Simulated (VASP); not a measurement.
Si (a cell with a defect): single point with LDA

The system is Si (a cell with a defect).

```
Si
1.0
     0.00000    5.40194   -5.40194
     5.40194    5.40194    0.00000
     5.40194    0.00000   -5.40194
Si
15
Direct
  0.11862 0.12713 0.12713
  0.12493 0.62493 0.12521
  0.62713 0.12713 0.12713
  0.62713 0.61862 0.12713
  0.12493 0.12521 0.62493
  0.12493 0.62493 0.62493
  0.62713 0.12713 0.61862
  0.62521 0.62493 0.62493
  0.24987 0.74987 0.25013
  0.24987 0.25013 0.25013
  0.75013 0.74987 0.25013
  0.25000 0.75000 0.75000
  0.24987 0.25013 0.74987
  0.75013 0.74987 0.74987
  0.75013 0.25013 0.74987
```

```yaml
Program: VASP 6.6.1
Task: single point
Functional: LDA
Potentials_or_basis: VASP PAW LDA potentials, release 64 (Si)
Cutoff: 520 eV
k_mesh: 3 × 3 × 3
Occupations: gaussian, width 0.02 eV
Spin: no spin polarisation
Dipole_correction: no
Further_INCAR_settings: LREAL = Auto; ALGO = Normal; EDIFF = 1e-07; NBANDS = 43
```

The pressure is -2.1 GPa and the largest force is 0.007 eV/Å. The band gap on the k mesh is zero (bands 30 and 31 overlap by 0.71 eV).

Forces on the atoms (eV/Å):
```
Si   0.000  0.000  0.000
Si  -0.002  0.002  0.002
Si   0.000  0.000  0.000
Si   0.000  0.000  0.000
Si  -0.002 -0.002 -0.002
Si   0.002  0.002 -0.002
Si   0.000  0.000  0.000
Si   0.002 -0.002  0.002
Si   0.000  0.007  0.000
Si  -0.007  0.000  0.000
Si   0.000  0.000  0.007
Si   0.000  0.000  0.000
Si   0.000  0.000 -0.007
Si   0.007  0.000  0.000
Si   0.000 -0.007  0.000
```

Levels at points of the mesh, in eV from the Fermi level:
| k point | band 26 | band 27 | band 28 | band 29 | band 30 | band 31 | band 32 | band 33 | band 34 | band 35 |
| --- | --- | --- | --- | --- | --- | --- | --- | --- | --- | --- |
| (0.00, 0.00, 0.00) | -1.18 | -0.48 | -0.48 | -0.48 | 0.73 | 0.73 | 0.73 | 0.74 | 0.74 | 0.79 |

Run time: 84 s on 1 thread of Intel(R) Xeon(R) 6975P-C (Granite Rapids), on a shared host, peak memory 0.33 GiB.
